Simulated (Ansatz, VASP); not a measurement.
**SrTiO3: VASP beside Ansatz**

File INCAR:

```
SYSTEM = SrTiO3
PREC = Accurate
ENCUT = 520
EDIFF = 1E-6
ISMEAR = -1
SIGMA = 0.05
LREAL = .FALSE.
LASPH = .TRUE.
NELM = 80
ALGO = Normal
ISIF = 2
LWAVE = .FALSE.
LCHARG = .FALSE.
GGA = PS
NBANDS = 28
```

The input KPOINTS:

```
Automatic mesh
0
G
  7 7 7
  0 0 0
```

File POSCAR:

```
SrTiO3
1.0
    3.9831000000      0.0000000000      0.0000000000
    0.0000000000      3.9831000000      0.0000000000
    0.0000000000      0.0000000000      3.9050000000
Sr Ti O
1 1 3
Direct
    0.0000000000      0.0000000000      0.0000000000
    0.5000000000      0.5000000000      0.5000000000
    0.0000000000      0.5000000000      0.5000000000
    0.5000000000      0.0000000000      0.5000000000
    0.5000000000      0.5000000000      0.0000000000
```

Input for Ansatz:

```yaml
crystal:
  lattice:
    - [3.9831, 0.0, 0.0]
    - [0.0, 3.9831, 0.0]
    - [0.0, 0.0, 3.905]
  atoms:
    - { symbol: Sr, position: [0.0, 0.0, 0.0] }
    - { symbol: Ti, position: [0.5, 0.5, 0.5] }
    - { symbol: O, position: [0.0, 0.5, 0.5] }
    - { symbol: O, position: [0.5, 0.0, 0.5] }
    - { symbol: O, position: [0.5, 0.5, 0.0] }
kpoints:
  mp_grid: { grid: [7, 7, 7] }
  band_path:
    path:
      - [0.0, 0.0, 0.0]
      - [0.0, 0.5, 0.0]
      - [0.5, 0.5, 0.0]
      - [0.0, 0.0, 0.0]
      - [0.0, 0.0, 0.5]
      - [0.0, 0.5, 0.5]
      - [0.5, 0.5, 0.5]
      - [0.0, 0.0, 0.5]
      - [0.0, 0.5, 0.0]
    npoints: 5
scf:
  occupations: { method: fermi_dirac, width: 0.05 }
hamiltonian:
  xc: pbesol
  pseudopotentials: { kind: all_electron, lapw: { basis_error: 0.001 } }
output:
  forces: true
  stress: true
  eigenvalues: true
```

Change from the starting cell: equal xx and yy strain of +2 %.

Alike in both runs: task single point; functional PBEsol; k mesh 7 × 7 × 7; occupations fermi-dirac, width 0.05 eV; no spin polarisation.

|  | VASP | Ansatz |
| --- | --- | --- |
| version | VASP 6.6.1 | Ansatz 0.2.0 |
| potentials or method | VASP PAW PBE potentials, release 64 (Sr_sv, Ti_sv, O), cutoff 520 eV | all-electron LAPW, scalar-relativistic |

Ansatz gave:

```
pressure (GPa)                                                : -8.3
traceless stress, the component that is largest in VASP (GPa) : 2.65
```

Estimate VASP's values.

pressure (GPa): -7.6; traceless stress, the component that is largest in VASP (GPa): 2.70.

VASP's potentials were made for PBE, not for PBEsol. Ansatz ran all-electron here, and VASP with PAW potentials.
